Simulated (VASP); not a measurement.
**Ga: single point with RPBE**

Ga:

```
Ga
1.0
     0.00000    2.86130    2.86130
     2.86130    0.00000    2.86130
     2.86130    2.86130    0.00000
Ga
2
Direct
  0.12500 0.12500 0.12500
  0.87500 0.87500 0.87500
```

This isn't the form of Ga at room conditions, which is orthorhombic.

- Program: VASP 6.6.1
- Task: single point
- Functional: RPBE
- Potentials or basis: VASP PAW PBE potentials, release 64 (Ga_d)
- Cutoff: 520 eV
- k mesh: 10 × 10 × 10
- Occupations: fermi-dirac, width 0.1 eV
- Spin: no spin polarisation

The pressure is 5.5 GPa and the band gap on the k mesh is zero (bands 13 and 14 overlap by 4.48 eV).

Levels at points of the mesh, in eV from the Fermi level:
| k point | band 10 | band 11 | band 12 | band 13 | band 14 | band 15 | band 16 | band 17 |
| --- | --- | --- | --- | --- | --- | --- | --- | --- |
| (0.00, 0.00, 0.00) | -14.38 | -9.72 | 2.96 | 2.96 | 2.96 | 4.33 | 5.00 | 5.00 |
| (0.50, 0.00, 0.00) | -14.36 | -7.36 | -4.82 | 1.37 | 1.37 | 3.37 | 5.96 | 5.96 |
| (0.50, 0.50, 0.00) | -14.34 | -5.60 | -5.60 | -0.55 | -0.55 | 2.90 | 2.90 | 12.54 |

Run time: 78 s on 1 thread of Intel Xeon 8259CL (shared host), peak memory 0.18 GiB.

Caveat: the cell stands under pressure; the PAW data sets were made with another functional, which shifts forces and pressure a little.
